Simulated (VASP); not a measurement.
# Ir (P6_3/mmc) in VASP: further runs

The runs below take Ir through relaxation of cell and atoms, with PBE.

All numbers are computed with VASP 6.6.1; they aren't measurements. Logs are shortened: lines on timing, memory, paths and dates and some standing lists are left out, and cuts for length are marked.

## (1) The cell of the first run

The structure is hexagonal, space group P6_3/mmc (No. 194). Conventional cell: a = 2.710 Å, b = 2.710 Å, c = 4.425 Å, α = 90.00°, β = 90.00°, γ = 120.00°. Within 3.6 Å of Ir (site symmetry -6m2) lie 12 Ir at 2.71 Å.

## (2) Relaxation of cell and atoms, PBE

INCAR reads:

```
PREC = Accurate ; ENCUT = 600
EDIFF = 1E-6 ; ISMEAR = -1
SIGMA = 0.1 ; LREAL = False
LASPH = True ; NELM = 80
ALGO = Normal ; ISIF = 3
LWAVE = False ; LCHARG = False
GGA = PE ; IBRION = 2
NSW = 60 ; EDIFFG = -0.03
```

KPOINTS reads:

```
regular mesh
0
Gamma
  9 9 5
```

POSCAR reads:

```
Ir
1.0
    2.7100000000      0.0000000000      0.0000000000
   -1.3550000000      2.3469288443      0.0000000000
    0.0000000000      0.0000000000      4.4254300000
Ir
2
Direct
    0.3333333333      0.6666666667      0.2500000000
    0.6666666667      0.3333333333      0.7500000000
```

Potentials or basis: VASP PAW PBE potentials, release 64 (Ir).

The run is started by

```sh
$ cat potpaw_PBE.64/Ir/POTCAR > POTCAR
$ mpirun -np 1 vasp_std > vasp.out
```

OUTCAR:

```text
PREC = Accurate
   ENCUT = 600
   EDIFF = 1E-6
   ISMEAR = -1
   LREAL = False
   LASPH = True
   NELM = 80
   ISIF = 3
   GGA = PE
   IBRION = 2
   NSW = 60
   EDIFFG = -0.03

 ion  position               nearest neighbor table
   1  0.333  0.667  0.250-   2 2.71   2 2.71   2 2.71   2 2.71   2 2.71   2 2.71
   2  0.667  0.333  0.750-   1 2.71   1 2.71   1 2.71   1 2.71   1 2.71   1 2.71

  LATTYP: Found a hexagonal cell.
 ALAT       =     2.7100000000
 C/A-ratio  =     1.6330000000

  Lattice vectors:

 A1 = (   2.7100000000,   0.0000000000,   0.0000000000)
 A2 = (  -1.3550000000,   2.3469288443,   0.0000000000)
 A3 = (   0.0000000000,   0.0000000000,   4.4254300000)

Analysis of symmetry for initial positions (statically):
=====================================================================
 Subroutine PRICEL returns:
 Original cell was already a primitive cell.

 Routine SETGRP: Setting up the symmetry group for a
 hexagonal supercell.

 Subroutine GETGRP returns: Found 24 space group operations
 (whereof 12 operations were pure point group operations)
 out of a pool of 24 trial point group operations.

The static configuration has the point symmetry D_3d.
 The point group associated with its full space group is D_6h.

Analysis of symmetry for dynamics (positions and initial velocities):
=====================================================================
 Subroutine PRICEL returns:
 Original cell was already a primitive cell.

 Routine SETGRP: Setting up the symmetry group for a
 hexagonal supercell.

 Subroutine GETGRP returns: Found 24 space group operations
 (whereof 12 operations were pure point group operations)
 out of a pool of 24 trial point group operations.

The dynamic configuration has the point symmetry D_3d.
 The point group associated with its full space group is D_6h.

 Subroutine INISYM returns: Found 24 space group operations
 (whereof 12 operations are pure point group operations),
 and found     1 'primitive' translations

----------------------------------------------------------------------------------------

                                     Primitive cell

  volume of cell :      28.1465

  direct lattice vectors                    reciprocal lattice vectors
     2.710000000  0.000000000  0.000000000     0.369003690  0.213044380  0.000000000
    -1.355000000  2.346928844  0.000000000     0.000000000  0.426088760  0.000000000
     0.000000000  0.000000000  4.425430000     0.000000000  0.000000000  0.225966742

  length of vectors
     2.710000000  2.710000000  4.425430000     0.426088760  0.426088760  0.225966742

  position of ions in fractional coordinates (direct lattice)
     0.333333333  0.666666667  0.250000000
     0.666666667  0.333333333  0.750000000

  ion indices of the primitive-cell ions
   primitive index   ion index
                 1           1
                 2           2

----------------------------------------------------------------------------------------

 KPOINTS: regular mesh

Automatic generation of k-mesh.
 Grid dimensions read from file:
 generate k-points for:    9    9    5

 Generating k-lattice:

  Cartesian coordinates                     Fractional coordinates (reciprocal lattice)
     0.041000410  0.023671598  0.000000000     0.111111111 -0.000000000  0.000000000
     0.000000000  0.047343196  0.000000000     0.000000000  0.111111111  0.000000000
     0.000000000  0.000000000  0.045193348     0.000000000  0.000000000  0.200000000

  Length of vectors
     0.047343196  0.047343196  0.045193348

  Shift w.r.t. Gamma in fractional coordinates (k-lattice)
     0.000000000  0.000000000  0.000000000

 Subroutine IBZKPT returns following result:
 ===========================================

 Found     36 irreducible k-points:

 Following reciprocal coordinates:
            Coordinates               Weight
  0.000000  0.000000  0.000000      1.000000
  0.111111 -0.000000  0.000000      6.000000
  0.222222  0.000000  0.000000      6.000000
  0.333333 -0.000000  0.000000      6.000000
  0.444444  0.000000  0.000000      6.000000
  0.111111  0.111111  0.000000      6.000000
[... 16 lines left out ...]
  0.333333  0.222222  0.200000     24.000000
  0.333333  0.333333  0.200000      4.000000
 [... further k-points ...]
   k-points           NKPTS =     36   k-points in BZ     NKDIM =     36   number of bands    NBANDS=     13
   number of dos      NEDOS =    301   number of ions     NIONS =      2
   total plane-waves  NPLWV =  20736
   dimension x,y,z NGX =    24 NGY =   24 NGZ =   36
   dimension x,y,z NGXF=    48 NGYF=   48 NGZF=   72
   ions per type =               2
   NGX,Y,Z   is equivalent  to a cutoff of  14.72, 14.72, 13.52 a.u.
   NGXF,Y,Z  is equivalent  to a cutoff of  29.45, 29.45, 27.05 a.u.
 SYSTEM =  unknown system
   PREC   = accura    normal or accurate (medium, high low for compatibility)
   ISTART =      0    job   : 0-new  1-cont  2-samecut
   ICHARG =      2    charge: 1-file 2-atom 10-const
   ISPIN  =      1    spin polarized calculation?
   LNONCOLLINEAR =      F non collinear calculations
   LSORBIT =      F    spin-orbit coupling
   LASPH  =      T    aspherical Exc in radial PAW
   ENCUT  =  600.0 eV  44.10 Ry    6.64 a.u.   5.41  5.41  8.84*2*pi/ulx,y,z
   NELM   =     80;   NELMIN=  2; NELMDL= -5     # of ELM steps
   EDIFF  = 0.1E-05   stopping-criterion for ELM
   LREAL  =      F    real-space projection
   EDIFFG = -.3E-01   stopping-criterion for IOM
   NSW    =     60    number of steps for IOM
   IBRION =      2    ionic relax: 0-MD 1-quasi-New 2-CG
   NFREE  =      1    steps in history (QN), initial steepest desc. (CG)
   ISIF   =      3    stress and relaxation
   ISYM   =      2    0-nonsym 1-usesym 2-fastsym
   POTIM  = 0.5000    time-step for ionic-motion
   TEBEG  =    0.0;   TEEND  =   0.0 temperature during run
   PSTRESS=    0.0 pullay stress
   NELECT =      18.0000    total number of electrons
   NUPDOWN=      -1.0000    fix difference up-down
   EMIN   =  10.00;   EMAX   =-10.00  energy-range for DOS
   EFERMI =   0.00;   METHOD = LEGACY
   ISMEAR =    -1;   SIGMA  =   0.10  broadening in eV -4-tet -1-fermi 0-gaus
   EFERMI_NEDOS =   21; number of points for ismear=-14 and -15
   IALGO  =     38    algorithm
   IMIX   =      4    mixing-type and parameters
     AMIX     =   0.40;   BMIX     =  1.00
     AMIX_MAG =   1.60;   BMIX_MAG =  1.00
  volume/ion in A,a.u.               =      14.07        94.97
  Fermi-wavevector in a.u.,A,eV,Ry     =   1.410449  2.665362 27.066979  1.989367
  Thomas-Fermi vector in A             =   2.532402
   LORBIT       =      0    0 simple, 1 ext, 2 COOP (PROOUT), +10 PAW based schemes
   GGA     = PE    functional components
   LHFCALC =     F    Hartree Fock is set to
   AEXX    =    0.0000 exact exchange contribution
   IVDW    =     0    specifies the selected vdW correction
   LEPSILON=     F    determine dielectric tensor
   LRPA    =     F    only Hartree local field effects (RPA)
 conjugate gradient relaxation of ions
 non-spin polarized calculation
  energy-cutoff  :      600.00
  volume of cell :       28.15
 maximum number of plane-waves:       966
 NGX is ok and might be reduce to    24
   NGX = 11   NGY = 11   NGZ = 17

--------------------------------------- Ionic step        1  -------------------------------------------

 number of electron      18.0000001 magnetization

 Free energy of the ion-electron system (eV)
  ---------------------------------------------------
  ext. energy  EPLUGINS =         0.00000000
  ---------------------------------------------------
  free energy    TOTEN  =       -17.54068977 eV

  energy without entropy =      -17.46292176  energy(sigma->0) =      -17.50180577

 E-fermi :  10.5450     XC(G=0): -14.0202

 val. band max:       10.5352320046   @ k =   0.3333   0.3333   0.0000
 cond. band min:      10.5876104610   @ k =   0.3333   0.1111   0.2000
 fundamental gap:      0.0523784564
 Fermi energy:        10.5450399690

 k-point     1 :       0.0000    0.0000    0.0000
  band No.  band energies     occupation
      1      -0.6784      2.00000
      2       2.3499      2.00000
      3       6.5489      2.00000
      4       6.7402      2.00000
      5       6.7402      2.00000
      6       7.3909      2.00000
      7       7.3909      2.00000
      8       8.2593      2.00000
      9       8.2593      2.00000
     10       9.7018      1.99956
     11      10.8890      0.06218
     12      10.8890      0.06218
     13      17.6545      0.00000
[... 353 lines left out ...]
 k-point    24 :       0.3333    0.3333    0.2000
  band No.  band energies     occupation
      1       4.0007      2.00000
      2       4.5426      2.00000
      3       4.5426      2.00000
      4       5.4628      2.00000
      5       6.3462      2.00000
      6       6.3462      2.00000
      7       8.0535      2.00000
      8       9.9553      1.99452
      9      10.7135      0.31310
     10      10.7135      0.31310
     11      15.6955      0.00000
     12      15.6955      0.00000
     13      17.8034      0.00000

 [... further k-points ...]

------------------------ aborting loop because EDIFF is reached ----------------------------------------

  FORCE on cell =-STRESS in cart. coord.  units (eV):
  Direction    XX          YY          ZZ          XY          YZ          ZX
  --------------------------------------------------------------------------------------
  -------------------------------------------------------------------------------------
  Total        2.6153963      2.6153963      2.0695226     -0.0000000      0.0000000      0.0000000
  in kB      148.8755554    148.8755554    117.8029238     -0.0000000      0.0000000      0.0000000
  external PRESSURE =     138.5180115 kB  Pullay stress =       0.0000000 kB
[... 201 lines left out ...]
  energy  without entropy=      -17.5022301039  energy(sigma->0) =      -17.54379025

--------------------------------------- Ionic step        7  -------------------------------------------

 number of electron      17.9999999 magnetization

 Free energy of the ion-electron system (eV)
  ---------------------------------------------------
  ext. energy  EPLUGINS =         0.00000000
  ---------------------------------------------------
  free energy    TOTEN  =       -17.58548689 eV

  energy without entropy =      -17.50250014  energy(sigma->0) =      -17.54399351

 E-fermi :   9.9333     XC(G=0): -13.8063

 val. band max:        9.8934532475   @ k =   0.4444   0.1111   0.2000
 cond. band min:       9.9423875546   @ k =   0.3333   0.3333   0.0000
 fundamental gap:      0.0489343070
 Fermi energy:         9.9333497463

 k-point     1 :       0.0000    0.0000    0.0000
  band No.  band energies     occupation
      1      -0.9105      2.00000
      2       2.1253      2.00000
      3       6.2107      2.00000
      4       6.3251      2.00000
      5       6.3251      2.00000
      6       6.9524      2.00000
      7       6.9524      2.00000
      8       7.7052      2.00000
      9       7.7052      2.00000
     10       9.2487      1.99788
     11      10.2444      0.08536
     12      10.2444      0.08536
     13      16.7899      0.00000
[... 353 lines left out ...]
 k-point    24 :       0.3333    0.3333    0.2000
  band No.  band energies     occupation
      1       3.7201      2.00000
      2       4.1968      2.00000
      3       4.1968      2.00000
      4       5.0983      2.00000
      5       5.9493      2.00000
      6       5.9493      2.00000
      7       7.5992      2.00000
      8       9.4135      1.98901
      9      10.0948      0.33181
     10      10.0948      0.33181
     11      14.8451      0.00000
     12      14.8451      0.00000
     13      16.9087      0.00000

 [... further k-points ...]

------------------------ aborting loop because EDIFF is reached ----------------------------------------

  FORCE on cell =-STRESS in cart. coord.  units (eV):
  Direction    XX          YY          ZZ          XY          YZ          ZX
  --------------------------------------------------------------------------------------
  -------------------------------------------------------------------------------------
  Total        0.0402540      0.0402540      0.0436858     -0.0000000      0.0000000      0.0000000
  in kB        2.2103898      2.2103898      2.3988313     -0.0000000      0.0000000      0.0000000
  external PRESSURE =       2.2732036 kB  Pullay stress =       0.0000000 kB
[... 17 lines left out ...]
  FREE ENERGIE OF THE ION-ELECTRON SYSTEM (eV)
  ---------------------------------------------------
  free  energy   TOTEN  =       -17.5854868884 eV

  energy  without entropy=      -17.5025001369  energy(sigma->0) =      -17.54399351

 reached required accuracy - stopping structural energy minimisation
```

Run time: 55 s. Hardware: 1 thread of AMD EPYC 7R13 (Zen 3), shared host; peak memory 0.14 GiB.

What came out:

```yaml
Free_energy: -17.5855 eV
Relaxed_volume: 14.59 Å³/atom
Relaxed_cell: a = 2.749 Å, b = 2.749 Å, c = 4.458 Å, α = 90.00°, β = 90.00°, γ = 120.00°
Space_group_after_relaxing_to_0.05_Å: P6_3/mmc (No. 194)
Energy_gained_by_relaxing: 22.4 meV/atom
Ionic_steps: 7
Pressure_after_relaxing: 0.2 GPa
Band_gap_on_the_k_mesh: zero (band 9 reaches 10.87 eV, above the bottom of band 10 at 7.93 eV)
```

Step by step:
| step | energy change (eV) | largest force (eV/Å) | pressure (GPa) | volume (Å³) |
| --- | --- | --- | --- | --- |
| 1 | 0.0000 | 0.0000 | 13.85 | 28.15 |
| 2 | 0.4456 | 0.0000 | -32.39 | 33.40 |
| 3 | -0.0442 | 0.0000 | -0.88 | 29.27 |
| 4 | -0.0443 | 0.0000 | -0.12 | 29.21 |
| 5 | -0.0443 | 0.0000 | 0.11 | 29.18 |
| 6 | -0.0447 | 0.0000 | 0.29 | 29.17 |
| 7 | -0.0448 | 0.0000 | 0.23 | 29.18 |

Final structure:
```
CELL_PARAMETERS angstrom
2.74908 0.00000 0.00000
-1.37454 2.38078 0.00000
0.00000 0.00000 4.45805
ATOMIC_POSITIONS crystal
Ir 0.33333 0.66667 0.25000
Ir 0.66667 0.33333 0.75000
```

Levels at points of the mesh, in eV from the Fermi level:
```tsv
k point	band 6	band 7	band 8	band 9	band 10	band 11	band 12	band 13
(0.00, 0.00, 0.00)	-2.98	-2.98	-2.23	-2.23	-0.68	0.31	0.31	6.86
```

Caveat: spin-orbit coupling is left out, which moves the levels of the heavy elements.

## (3) Relaxation of cell and atoms, PBE, target pressure 5 GPa, at which the enthalpy is minimised

INCAR reads:

```
SYSTEM = Ir
ALGO = Normal
EDIFF = 1E-6
EDIFFG = -0.03
ENCUT = 600
GGA = PE
IBRION = 2
ISIF = 3
ISMEAR = -1
LASPH = .TRUE.
LCHARG = .FALSE.
LREAL = .FALSE.
LWAVE = .FALSE.
NELM = 100
NSW = 60
PREC = Accurate
PSTRESS = 50.0
SIGMA = 0.1
```

KPOINTS reads:

```
k-points
0
G
  9 9 5
  0 0 0
```

POSCAR is that of step 2.

Potentials or basis: VASP PAW PBE potentials, release 64 (Ir).

The run is started by

```sh
$ cat potpaw_PBE.64/Ir/POTCAR > POTCAR
$ mpirun -np 1 vasp_std > vasp.out
```

Wall time 53 s (1 thread of AMD EPYC 7R13 (Zen 3), shared host); peak memory 0.14 GiB.

It converged, with:

- Free energy: -17.5789 eV
- Relaxed volume: 14.39 Å³/atom
- Relaxed cell: a = 2.736 Å, b = 2.736 Å, c = 4.438 Å, α = 90.00°, β = 90.00°, γ = 120.00°
- Space group after relaxing (to 0.05 Å): P6_3/mmc (No. 194)
- Energy change on relaxing (the enthalpy is what falls): -19.1 meV/atom
- Ionic steps: 7
- Pressure after relaxing: 5.2 GPa
- Band gap on the k mesh: zero (band 9 reaches 11.13 eV, above the bottom of band 10 at 8.12 eV)

Step by step:
```
step  energy change (eV)  largest force (eV/Å)  pressure (GPa)  volume (Å³)
   1              0.0000                0.0000           13.85        28.15
   2              0.1133                0.0000          -20.88        31.43
   3             -0.0393                0.0000            4.51        28.83
   4             -0.0385                0.0000            4.83        28.80
   5             -0.0381                0.0000            5.01        28.79
   6             -0.0378                0.0000            5.27        28.77
   7             -0.0382                0.0000            5.17        28.78
```

Final structure:
```
CELL_PARAMETERS angstrom
2.73617 0.00000 0.00000
-1.36808 2.36959 0.00000
0.00000 0.00000 4.43844
ATOMIC_POSITIONS crystal
Ir 0.33333 0.66667 0.25000
Ir 0.66667 0.33333 0.75000
```

Levels at points of the mesh, in eV from the Fermi level:
```
           k point  band 5  band 6  band 7  band 8  band 9  band 10  band 11  band 12  band 13
(0.00, 0.00, 0.00)   -3.69   -3.05   -3.05   -2.27   -2.27    -0.73     0.32     0.32     6.98
```

Caveat: the cell is relaxed towards a set pressure, so the enthalpy falls and the energy may rise; spin-orbit coupling is left out, which moves the levels of the heavy elements.

## (4) Relaxation of cell and atoms, PBE, target pressure 10 GPa, at which the enthalpy is minimised

INCAR reads:

```
SYSTEM = Ir
PREC = Accurate
ENCUT = 600
EDIFF = 1E-6
ISMEAR = -1
SIGMA = 0.1
LREAL = .FALSE.
LASPH = .TRUE.
NELM = 100
ALGO = Normal
ISIF = 3
LWAVE = .FALSE.
LCHARG = .FALSE.
GGA = PE
IBRION = 2
NSW = 60
EDIFFG = -0.03
PSTRESS = 100.0
```

KPOINTS reads:

```
regular mesh
0
G
  9 9 5
  0 0 0
```

POSCAR is that of step 3.

The run is started by

```sh
$ cat potpaw_PBE.64/Ir/POTCAR > POTCAR
$ mpirun -np 1 vasp_std > vasp.out
```

Wall time 47 s (1 thread of AMD EPYC 7R13 (Zen 3), shared host); peak memory 0.14 GiB.

Results (log left out):

| Quantity | Value |
| --- | --- |
| Free energy | -17.5617 eV |
| Relaxed volume | 14.21 Å³/atom |
| Relaxed cell | a = 2.724 Å, b = 2.724 Å, c = 4.420 Å, α = 90.00°, β = 90.00°, γ = 120.00° |
| Space group after relaxing (to 0.05 Å) | P6_3/mmc (No. 194) |
| Energy change on relaxing (the enthalpy is what falls) | -10.5 meV/atom |
| Ionic steps | 6 |
| Pressure after relaxing | 10.0 GPa |
| Band gap on the k mesh | zero (band 9 reaches 11.37 eV, above the bottom of band 10 at 8.30 eV) |

The path:
| step | energy change (eV) | largest force (eV/Å) | pressure (GPa) | volume (Å³) |
| --- | --- | --- | --- | --- |
| 1 | 0.0000 | 0.0000 | 13.85 | 28.15 |
| 2 | -0.0396 | 0.0000 | -3.91 | 29.55 |
| 3 | -0.0224 | 0.0000 | 9.63 | 28.44 |
| 4 | -0.0221 | 0.0000 | 9.70 | 28.44 |
| 5 | -0.0196 | 0.0000 | 10.31 | 28.40 |
| 6 | -0.0211 | 0.0000 | 10.04 | 28.41 |

Final structure:
```
Ir
1.0
     2.72443    0.00000    0.00000
    -1.36222    2.35943    0.00000
     0.00000    0.00000    4.42031
Ir
2
Direct
  0.33333 0.66667 0.25000
  0.66667 0.33333 0.75000
```

Levels at points of the mesh, in eV from the Fermi level:
```tsv
k point	band 6	band 7	band 8	band 9	band 10	band 11	band 12	band 13
(0.00, 0.00, 0.00)	-3.11	-3.11	-2.32	-2.32	-0.76	0.32	0.32	7.10
```

Caveat: the cell is relaxed towards a set pressure, so the enthalpy falls and the energy may rise; spin-orbit coupling is left out, which moves the levels of the heavy elements.

(Part 1 of 2 ends here.)
